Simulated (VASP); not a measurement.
A run of VASP 6.6.1:

File INCAR:

```
  PREC = Accurate
  ENCUT = 520
  EDIFF = 1E-6
  ISMEAR = -1
  SIGMA = 0.05
  LREAL = False
  LASPH = True
  NELM = 60
  ALGO = Normal
  ISIF = 2
  LWAVE = False
  LCHARG = False
  LDIPOL = True
  IDIPOL = 3
  DIPOL = 0.5 0.5 0.500
  GGA = PE
  NBANDS = 46
```

KPOINTS

```
Automatic mesh
0
Gamma
  8 8 1
```

POSCAR

```
NbP
1.0
    3.3498465088      0.0000000000      0.0000000000
    0.0000000000      3.3498465088      0.0000000000
    0.0000000000      0.0000000000     24.5614931227
Nb P
4 4
Direct
    0.5000000000      0.5000000000      0.3053560287
    0.0000000000      0.5000000000      0.4222078046
    0.0000000000      0.0000000000      0.5390595804
    0.5000000000      0.0000000000      0.6559113562
    0.0000000000      0.0000000000      0.3440886391
    0.5000000000      0.0000000000      0.4609404196
    0.5000000000      0.5000000000      0.5777921908
    0.0000000000      0.5000000000      0.6946439713
```

Potentials or basis: VASP PAW PBE potentials, release 64 (Nb_sv, P).

The run is started by

```sh
$ cat potpaw_PBE.64/Nb_sv/POTCAR potpaw_PBE.64/P/POTCAR > POTCAR
$ mpirun -np 1 vasp_std > vasp.out
```

Hardware: 1 thread of Intel Xeon 8259CL, on a shared host.

Q: Estimate the wall time of this run.

A: Wall time 24 min on 1 thread of Intel Xeon 8259CL, on a shared host, peak memory 0.54 GiB. Counts: scf iterations 29, k points 25.
